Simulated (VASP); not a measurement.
# SnO2 in VASP: settings compared

SnO2 is run at these levels: PBE, LDA, r2SCAN; tasks: single point.

Program: VASP 6.6.1. These are calculated values, not measurements. Logs are shortened: lines on timing, memory, paths and dates and some standing lists are left out, and cuts for length are marked.

### 1 The cell of the first run

Symmetry: Imm2, No. 44, orthorhombic system. Conventional cell: a = 4.000 Å, b = 4.000 Å, c = 10.145 Å, α = 90.00°, β = 90.00°, γ = 90.00°. Within 2.7 Å of Sn (site symmetry mm2) lie 6 O at 2.02 to 2.06 Å. Within 2.7 Å of Sn (site symmetry mm2) lie 6 O at 2.06 Å. Within 2.7 Å of O (site symmetry mm2) lie 3 Sn at 2.06 Å and 2 O at 2.56 Å. O (site symmetry mm2) has 3 Sn at 2.06 Å and 2 O at 2.56 Å within 2.7 Å. Within 2.7 Å of O (site symmetry mm2) lie 3 Sn at 2.06 Å and 2 O at 2.53 Å. Within 2.7 Å of O (site symmetry mm2) lie 3 Sn at 2.02 to 2.06 Å and 2 O at 2.53 Å.

### 2 Single point, PBE (last atom moved by 0.04 Å along z, cell strained by -1.0% along z)

INCAR

```
  ADDGRID = F
  ALGO = Normal
  EDIFF = 1E-8
  EFERMI = MIDGAP
  ENCUT = 840
  GGA = PE
  GGA_COMPAT = F
  ISIF = 2
  ISMEAR = 0
  KPAR = 8
  LASPH = T
  LCHARG = F
  LREAL = F
  LWAVE = F
  NBANDS = 54
  NELM = 120
  PREC = Accurate
  SIGMA = 0.03
```

KPOINTS

```
Automatic mesh
0
Gamma
  12 12 12
  0 0 0
```

POSCAR

```
SnO2
1.0
   -2.0000686112      2.0000686112      5.0724420673
    2.0000686112     -2.0000686112      5.0724420673
    2.0000686112      2.0000686112     -5.0724420673
Sn O
2 4
Direct
    0.0000000000      0.0000000000      0.0000000000
    0.7500000000      0.2500000000      0.5000000000
    0.5465225900      0.0465225900      0.5000000000
    0.2034774100      0.2034774100      0.0000000000
    0.9534774100      0.4534774100      0.5000000000
    0.8004260400      0.8004260400      0.0000000000
```

Potentials or basis: VASP PAW PBE potentials, release 64 (Sn_d, O).

Run with:

```sh
> cat potpaw_PBE.64/Sn_d/POTCAR potpaw_PBE.64/O/POTCAR > POTCAR
> mpirun -np 8 vasp_std > vasp.out
```

OUTCAR:

```text
EDIFF = 1E-8
   EFERMI = MIDGAP
   ENCUT = 840
   GGA = PE
   ISIF = 2
   ISMEAR = 0
   LASPH = T
   LREAL = F
   NELM = 120
   PREC = Accurate

 ion  position               nearest neighbor table
   1  0.000  0.000  0.000-   6 2.02   5 2.06   3 2.06   3 2.06   5 2.06   4 2.06   2 3.23   2 3.23
                             2 3.23   2 3.23
   2  0.750  0.250  0.500-   4 2.06   4 2.06   5 2.06   3 2.06   6 2.06   6 2.06   1 3.23   1 3.23
                             1 3.23   1 3.23
   3  0.547  0.047  0.500-   1 2.06   1 2.06   2 2.06
   4  0.203  0.203  0.000-   2 2.06   2 2.06   1 2.06
   5  0.953  0.453  0.500-   1 2.06   1 2.06   2 2.06
   6  0.800  0.800  0.000-   1 2.02   2 2.06   2 2.06

  LATTYP: Found a body centered tetragonal cell.
 ALAT       =     4.0001372224
 C/A-ratio  =     2.5361340301

  Lattice vectors:

 A1 = (  -2.0000686112,   2.0000686112,   5.0724420673)
 A2 = (   2.0000686112,  -2.0000686112,   5.0724420673)
 A3 = (   2.0000686112,   2.0000686112,  -5.0724420673)

Analysis of symmetry for initial positions (statically):
=====================================================================
 Subroutine PRICEL returns:
 Original cell was already a primitive cell.

 Routine SETGRP: Setting up the symmetry group for a
 body centered tetragonal supercell.

 Subroutine GETGRP returns: Found  4 space group operations
 (whereof  4 operations were pure point group operations)
 out of a pool of 16 trial point group operations.

The static configuration has the point symmetry C_2v.

Analysis of symmetry for dynamics (positions and initial velocities):
=====================================================================
 Subroutine PRICEL returns:
 Original cell was already a primitive cell.

 Routine SETGRP: Setting up the symmetry group for a
 body centered tetragonal supercell.

 Subroutine GETGRP returns: Found  4 space group operations
 (whereof  4 operations were pure point group operations)
 out of a pool of 16 trial point group operations.

The dynamic configuration has the point symmetry C_2v.

 Subroutine INISYM returns: Found  4 space group operations
 (whereof  4 operations are pure point group operations),
 and found     1 'primitive' translations

----------------------------------------------------------------------------------------

                                     Primitive cell

  volume of cell :      81.1646

  direct lattice vectors                    reciprocal lattice vectors
    -2.000068611  2.000068611  5.072442067     0.000000000  0.249991424  0.098571850
     2.000068611 -2.000068611  5.072442067     0.249991424  0.000000000  0.098571850
     2.000068611  2.000068611 -5.072442067     0.249991424  0.249991424  0.000000000

  length of vectors
     5.807772157  5.807772157  5.807772157     0.268723132  0.268723132  0.353541262

  position of ions in fractional coordinates (direct lattice)
     0.000000000  0.000000000  0.000000000
     0.750000000  0.250000000  0.500000000
     0.546522590  0.046522590  0.500000000
     0.203477410  0.203477410  0.000000000
     0.953477410  0.453477410  0.500000000
     0.800426040  0.800426040  0.000000000

  ion indices of the primitive-cell ions
   primitive index   ion index
                 1           1
                 2           2
                 3           3
                 4           4
                 5           5
                 6           6

----------------------------------------------------------------------------------------

 KPOINTS: Automatic mesh

Automatic generation of k-mesh.
 Grid dimensions read from file:
 generate k-points for:   12   12   12

 Generating k-lattice:

  Cartesian coordinates                     Fractional coordinates (reciprocal lattice)
     0.000000000  0.020832619  0.008214321     0.083333333  0.000000000  0.000000000
     0.020832619  0.000000000  0.008214321     0.000000000  0.083333333  0.000000000
     0.020832619  0.020832619  0.000000000     0.000000000  0.000000000  0.083333333

  Length of vectors
     0.022393594  0.022393594  0.029461772

  Shift w.r.t. Gamma in fractional coordinates (k-lattice)
     0.000000000  0.000000000  0.000000000

 Subroutine IBZKPT returns following result:
 ===========================================

 Found    280 irreducible k-points:

 Following reciprocal coordinates:
            Coordinates               Weight
  0.000000  0.000000  0.000000      1.000000
  0.083333  0.000000 -0.000000      4.000000
  0.000000  0.083333 -0.000000      4.000000
  0.166667  0.000000  0.000000      4.000000
  0.000000  0.166667  0.000000      4.000000
  0.250000 -0.000000  0.000000      4.000000
[... 16 lines left out ...]
  0.500000  0.083333  0.000000      8.000000
  0.000000 -0.416667 -0.083333      8.000000
 [... further k-points ...]
   k-points           NKPTS =    280   k-points in BZ     NKDIM =    280   number of bands    NBANDS=     54
   number of dos      NEDOS =    301   number of ions     NIONS =      6
   total plane-waves  NPLWV = 175616
   dimension x,y,z NGX =    56 NGY =   56 NGZ =   56
   dimension x,y,z NGXF=   112 NGYF=  112 NGZF=  112
   ions per type =               2   4
   NGX,Y,Z   is equivalent  to a cutoff of  16.03, 16.03, 16.03 a.u.
   NGXF,Y,Z  is equivalent  to a cutoff of  32.06, 32.06, 32.06 a.u.
 SYSTEM =  unknown system
   PREC   = accura    normal or accurate (medium, high low for compatibility)
   ISTART =      0    job   : 0-new  1-cont  2-samecut
   ICHARG =      2    charge: 1-file 2-atom 10-const
   ISPIN  =      1    spin polarized calculation?
   LNONCOLLINEAR =      F non collinear calculations
   LSORBIT =      F    spin-orbit coupling
   LASPH  =      T    aspherical Exc in radial PAW
   ENCUT  =  840.0 eV  61.74 Ry    7.86 a.u.  13.72 13.72 13.72*2*pi/ulx,y,z
   NELM   =    120;   NELMIN=  2; NELMDL= -5     # of ELM steps
   EDIFF  = 0.1E-07   stopping-criterion for ELM
   LREAL  =      F    real-space projection
   EDIFFG = 0.1E-06   stopping-criterion for IOM
   NSW    =      0    number of steps for IOM
   IBRION =     -1    ionic relax: 0-MD 1-quasi-New 2-CG
   NFREE  =      0    steps in history (QN), initial steepest desc. (CG)
   ISIF   =      2    stress and relaxation
   ISYM   =      2    0-nonsym 1-usesym 2-fastsym
   POTIM  = 0.5000    time-step for ionic-motion
   TEBEG  =    0.0;   TEEND  =   0.0 temperature during run

   SCALEE = 1.0000    scale energy and forces
   PSTRESS=    0.0 pullay stress
   NELECT =      52.0000    total number of electrons
   NUPDOWN=      -1.0000    fix difference up-down
   EMIN   =  10.00;   EMAX   =-10.00  energy-range for DOS
   EFERMI =   0.00;   METHOD = MIDGAP
   ISMEAR =     0;   SIGMA  =   0.03  broadening in eV -4-tet -1-fermi 0-gaus
   EFERMI_NEDOS =   21; number of points for ismear=-14 and -15
   IALGO  =     38    algorithm
   IMIX   =      4    mixing-type and parameters
     AMIX     =   0.40;   BMIX     =  1.00
     AMIX_MAG =   1.60;   BMIX_MAG =  1.00
  volume/ion in A,a.u.               =      13.53        91.29
  Fermi-wavevector in a.u.,A,eV,Ry     =   1.411303  2.666976 27.099767  1.991777
  Thomas-Fermi vector in A             =   2.533168
   LORBIT       =      0    0 simple, 1 ext, 2 COOP (PROOUT), +10 PAW based schemes
   GGA     = PE    functional components
   LHFCALC =     F    Hartree Fock is set to
   AEXX    =    0.0000 exact exchange contribution
   IVDW    =     0    specifies the selected vdW correction
   LEPSILON=     F    determine dielectric tensor
   LRPA    =     F    only Hartree local field effects (RPA)

   CSHIFT  =0.1000    complex shift for real part using Kramers Kronig

   OMEGAMAX=  -1.0    maximum frequency
 non-spin polarized calculation
 Gauss-broadening in eV      SIGMA  =   0.03
  energy-cutoff  :      840.00
  volume of cell :       81.16
 maximum number of plane-waves:      4516
   NGX = 27   NGY = 27   NGZ = 27

 number of electron      52.0000001 magnetization

 Free energy of the ion-electron system (eV)
  ---------------------------------------------------
  ext. energy  EPLUGINS =         0.00000000
  ---------------------------------------------------
  free energy    TOTEN  =       -36.86353554 eV

  energy without entropy =      -36.86353554  energy(sigma->0) =      -36.86353554

 E-fermi :   5.0579     XC(G=0): -10.3319

 val. band max:        4.1602836345   @ k =   0.2500   0.2500   0.2500
 cond. band min:       5.9555208961   @ k =   0.0000   0.0000   0.0000
 fundamental gap:      1.7952372616
 Fermi energy:         5.0579022653

 k-point     1 :       0.0000    0.0000    0.0000
  band No.  band energies     occupation
      1     -16.2816      2.00000
      2     -16.2208      2.00000
      3     -16.0641      2.00000
      4     -15.5506      2.00000
      5     -15.4094      2.00000
      6     -15.4024      2.00000
[... 30 lines left out ...]
     37      18.2122      0.00000
     38      19.3443      0.00000

 k-point     2 :       0.0833    0.0000   -0.0000
  band No.  band energies     occupation
      1     -16.2927      2.00000
      2     -16.1837      2.00000
      3     -16.0572      2.00000
      4     -15.5521      2.00000
      5     -15.4110      2.00000
      6     -15.4006      2.00000
[... 30 lines left out ...]
     37      18.0382      0.00000
     38      19.4930      0.00000

 k-point     3 :       0.0000    0.0833   -0.0000
  band No.  band energies     occupation
      1     -16.2937      2.00000
      2     -16.1853      2.00000
      3     -16.0564      2.00000
      4     -15.5531      2.00000
      5     -15.4069      2.00000
      6     -15.4040      2.00000
[... 30 lines left out ...]
     37      18.0145      0.00000
[... 781 lines left out ...]
 k-point    23 :       0.5000    0.0833    0.0000
  band No.  band energies     occupation
      1     -16.2723      2.00000
      2     -16.0164      2.00000
      3     -15.7373      2.00000
      4     -15.5501      2.00000
      5     -15.4372      2.00000
      6     -15.3621      2.00000
[... 30 lines left out ...]
     37      17.7772      0.00000
     38      17.8853      0.00000

 k-point    24 :       0.0000   -0.4167   -0.0833
  band No.  band energies     occupation
      1     -16.2842      2.00000
      2     -16.0100      2.00000
      3     -15.7714      2.00000
      4     -15.5563      2.00000
      5     -15.4308      2.00000
      6     -15.3572      2.00000
[... 30 lines left out ...]
     37      17.7973      0.00000
     38      17.9554      0.00000

 [... further k-points ...]

 [bands above 38 left out]

------------------------ aborting loop because EDIFF is reached ----------------------------------------

  FORCE on cell =-STRESS in cart. coord.  units (eV):
  Direction    XX          YY          ZZ          XY          YZ          ZX
  --------------------------------------------------------------------------------------
  -------------------------------------------------------------------------------------
  Total        3.9599646      4.0723765      6.1141973      0.0000000      0.0000000      0.0000000
  in kB       78.1690826     80.3880745    120.6932984      0.0000000      0.0000000      0.0000000
  external PRESSURE =      93.0834852 kB  Pullay stress =       0.0000000 kB

 VOLUME and BASIS-vectors are now :
 -----------------------------------------------------------------------------
  energy-cutoff  :      840.00
  volume of cell :       81.16
      direct lattice vectors                 reciprocal lattice vectors
    -2.000068611  2.000068611  5.072442067     0.000000000  0.249991424  0.098571850
     2.000068611 -2.000068611  5.072442067     0.249991424  0.000000000  0.098571850
     2.000068611  2.000068611 -5.072442067     0.249991424  0.249991424  0.000000000

 POSITION                                       TOTAL-FORCE (eV/Angst)
 -----------------------------------------------------------------------------------
      0.00000      0.00000      0.00000         0.000000     -0.000000      0.339306
     -0.00000      2.00007      2.53622         0.000000     -0.000000      0.111732
      0.00000      2.00007      0.47197         0.000000      0.000000     -0.149102
      0.00000      0.00000      2.06425         0.000000      0.000000      0.291025
      0.00000      2.00007      4.60048        -0.000000      0.000000      0.354995
      0.00000      0.00000      8.12023        -0.000000     -0.000000     -0.947957
 -----------------------------------------------------------------------------------
    total drift:                                0.000000      0.000000     -0.000018

  FREE ENERGIE OF THE ION-ELECTRON SYSTEM (eV)
  ---------------------------------------------------
  free  energy   TOTEN  =       -36.8635355381 eV

  energy  without entropy=      -36.8635355381  energy(sigma->0) =      -36.86353554
```

Run time: 9.4 min. Hardware: 8 MPI ranks of Intel Xeon 6975P-C (Granite Rapids), shared host; peak memory 1.7 GiB.

What came out:

```
Free energy            : -36.8635 eV
Pressure               : 9.3 GPa
Largest force          : 0.948 eV/Å
Band gap on the k mesh : 1.80 eV (least direct gap 2.19 eV)
```

Forces on the atoms (eV/Å):
```
Sn   0.000  0.000  0.339
Sn   0.000  0.000  0.112
O    0.000  0.000 -0.149
O    0.000  0.000  0.291
O    0.000  0.000  0.355
O    0.000  0.000 -0.948
```

Stress tensor (GPa, compression positive):
```
 7.82  0.00  0.00
 0.00  8.04  0.00
 0.00  0.00 12.07
```

Levels at points of the mesh, in eV from the valence-band top:
```tsv
k point	band 22	band 23	band 24	band 25	band 26	band 27	band 28	band 29	band 30	band 31
(0.00, 0.00, 0.00)	-1.12	-0.70	-0.67	-0.43	-0.39	1.80	5.80	9.48	9.95	10.20
(0.50, 0.00, 0.00)	-1.07	-0.82	-0.79	-0.58	-0.38	5.13	6.52	8.03	8.67	10.19
(0.00, 0.50, 0.00)	-1.09	-0.84	-0.75	-0.58	-0.37	5.02	6.31	8.06	8.75	10.14
(0.50, 0.50, 0.00)	-0.89	-0.79	-0.77	-0.12	-0.05	7.32	7.53	7.73	7.85	8.75
(0.50, 0.50, 0.50)	-2.61	-1.06	-1.06	-0.32	-0.30	4.38	4.56	7.72	7.85	11.92
```

Caveat: the cell differs from its parent crystal (last atom moved by 0.04 Å along z, cell strained by -1.0% along z); the cell stands under pressure; spin-orbit coupling is left out, which moves the levels of the heavy elements. A k mesh can miss the band edges.

(Part 1 of 2 ends here.)
